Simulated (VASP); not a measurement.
**Te: single point with PBE**

Crystal: Te.

```
CELL_PARAMETERS angstrom
0.00000 3.03039 3.03039
3.03039 0.00000 3.03039
3.03039 3.03039 0.00000
ATOMIC_POSITIONS crystal
Te 0.87500 0.87500 0.87500
Te 0.12500 0.12500 0.12500
```

This isn't the form of Te at room conditions, which is trigonal, of chains.

- Program: VASP 6.6.1
- Task: single point
- Functional: PBE
- Potentials or basis: VASP PAW PBE potentials, release 64 (Te)
- Cutoff: 520 eV
- k mesh: 10 × 10 × 10
- Occupations: fermi-dirac, width 0.1 eV
- Spin: no spin polarisation
- Dipole correction: no
- k mesh for the DOS: 15 × 15 × 15
- Occupations for the DOS: tetrahedron
- Further INCAR settings: ALGO = Normal; EDIFF = 1e-06

| Item | Value |
| --- | --- |
| Valence electrons inside the program's atomic spheres | Te 3.56 |

Levels at points of the mesh, in eV from the Fermi level:
```csv
k point,band 3,band 4,band 5,band 6,band 7,band 8,band 9,band 10
"(0.00, 0.00, 0.00)",-4.50,-4.50,-4.50,-1.42,-1.42,-1.42,3.23,5.61
```

Run time: 41 s on 1 thread of Intel(R) Xeon(R) Platinum 8259CL CPU @ 2.50GHz (Skylake/Cascade Lake), on a shared host, peak memory 0.21 GiB.

Caveat: spin-orbit coupling is left out, which moves the levels of the heavy elements.
